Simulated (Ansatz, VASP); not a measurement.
## One calculation of MgO, two programs

```
CELL_PARAMETERS angstrom
4.16071 0.00000 0.00000
0.00000 -4.16071 0.00000
0.00000 0.00000 -4.16071
ATOMIC_POSITIONS crystal
Mg 0.92930 0.07070 0.09998
Mg 0.50000 0.50000 0.00000
Mg 0.50000 0.00000 0.50000
Mg 0.00000 0.50000 0.50000
O 0.50000 0.00000 0.00000
O 0.00000 0.50000 0.00000
O 0.00000 0.00000 0.50000
O 0.50000 0.50000 0.50000
```

Alike in both runs: task single point; functional LDA; k mesh 6 × 6 × 6; occupations gaussian, width 0.05 eV; no spin polarisation.

|  | VASP | Ansatz |
| --- | --- | --- |
| version | VASP 6.6.1 | Ansatz 0.2.0 |
| potentials or method | VASP PAW LDA potentials, release 64 (Mg_sv, O), cutoff 840 eV | scalar-relativistic, plane waves, PAW |
| valence electrons in the cell | 64 | 64 |

```tsv
	VASP	Ansatz	Ansatz less VASP
gap on the k mesh at the Fermi level (eV)	4.90	4.89	-0.008
least direct gap on the mesh (eV)	4.90	4.89	-0.008
pressure (GPa)	11.1	10.4	-0.69
traceless stress, the component that is largest in VASP (GPa)	5.98	5.79	-0.187
rms of the force components (eV/Å)	1.744	1.700	-0.0442
```

Ansatz warns that its potentials were made for another functional, while VASP's fit it. LDA's correlation is that of Perdew and Zunger in VASP and of Perdew and Wang (1992) in Ansatz. Atom by atom the forces differ by 0.050 eV/Å (rms over components).
